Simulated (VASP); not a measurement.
Here is a VASP 6.6.1 calculation.

INCAR

```
PREC     = Accurate       # precision mode
ENCUT    = 520            # plane-wave cutoff, eV
EDIFF    = 1E-6           # SCF threshold, eV
ISMEAR   = -1             # smearing method
SIGMA    = 0.1            # smearing width, eV
LREAL    = F              # projectors in reciprocal space
LASPH    = T              # aspherical terms in the spheres
NELM     = 100            # most SCF steps
ALGO     = Normal         # electronic algorithm
ISIF     = 2              # what is computed and relaxed
LWAVE    = F              # write WAVECAR
LCHARG   = F              # write CHGCAR
GGA      = PE             # functional
NBANDS   = 11             # bands
```

KPOINTS

```
Automatic mesh
0
Gamma
  7 7 7
```

POSCAR

```
SiC
1.0
    0.0000000000      2.2076743409      2.2076743409
    2.2076743409      0.0000000000      2.2076743409
    2.2076743409      2.2076743409      0.0000000000
Si C
1 1
Direct
    0.0000000000      0.0000000000      0.0000000000
    0.2500000000      0.2500000000      0.2500000000
```

Potentials or basis: VASP PAW PBE potentials, release 64 (Si, C).

Command:

```bash
$ cat potpaw_PBE.64/Si/POTCAR potpaw_PBE.64/C/POTCAR > POTCAR
$ mpirun -np 1 vasp_std > vasp.out
```

(1) Predict the band gap on the k mesh.

(2) What does it give for the pressure?

Results:

(1) 1.62 eV, indirect (least direct gap 4.62 eV).

(2) -5.0 GPa.
